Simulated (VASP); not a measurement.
The system is Si.

```xyz
2
Lattice="2.7900 0.0000 0.0000 -1.3950 2.4162 0.0000 0.0000 0.0000 4.5561" Properties=species:S:1:pos:R:3 pbc="T T T"
Si    0.0000    1.6108    1.1390
Si    1.3950    0.8054    3.4171
```

* Program: VASP 6.6.1
* Task: relaxation of cell and atoms
* Functional: PBEsol
* Potentials or basis: VASP PAW PBE potentials, release 64 (Si)
* Cutoff: 600 eV
* k mesh: 11 × 11 × 6
* Occupations: fermi-dirac, width 0.05 eV
* Spin: no spin polarisation

At the start: pressure -7.2 GPa; volume 15.36 Å³/atom.

Question: How do energy, volume and symmetry change on relaxing?

Answer: Over 3 steps the energy falls by 34.6 meV/atom and the volume is 13.96 Å³/atom (-9.1 %); space group P6_3/mmc (No. 194, to 0.05 Å).

Step by step:
```tsv
step	energy change (eV)	largest force (eV/Å)	pressure (GPa)	volume (Å³)
1	0.0000	0.0000	-7.17	30.71
2	-0.0689	0.0000	0.57	27.76
3	-0.0692	0.0000	0.00	27.92
```

Final structure:
```yaml
crystal:
  lattice:
    - [2.69279, 0.00000, 0.00000]
    - [-1.34640, 2.33203, 0.00000]
    - [0.00000, 0.00000, 4.44643]
  atoms:
    - { symbol: Si, position: [0.33333, 0.66667, 0.25000] }
    - { symbol: Si, position: [0.66667, 0.33333, 0.75000] }
```

Caveat: the PAW data sets were made with another functional, which shifts forces and pressure a little.
